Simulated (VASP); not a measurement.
Input of a VASP 6.6.1 run:

The input INCAR:

```
PREC = Accurate ; ENCUT = 520
EDIFF = 1E-6 ; ISMEAR = 0
SIGMA = 0.1 ; LREAL = F
LASPH = T ; NELM = 100
ALGO = Normal ; ISIF = 2
LWAVE = F ; LCHARG = T
LELF = T ; LVHAR = T
NBANDS = 10
```

KPOINTS

```
Automatic mesh
0
Gamma
  8 8 8
```

The input POSCAR:

```
Ir
1.0
    0.0000000000      1.9156000000      1.9156000000
    1.9156000000      0.0000000000      1.9156000000
    1.9156000000      1.9156000000      0.0000000000
Ir
1
Direct
    0.0000000000      0.0000000000      0.0000000000
```

Potentials or basis: VASP PAW LDA potentials, release 64 (Ir).

Launch:

```console
$ cat potpaw_LDA.64/Ir/POTCAR > POTCAR
$ mpirun -np 1 vasp_std > vasp.out
```

Estimate the pressure.

-2.3 GPa.
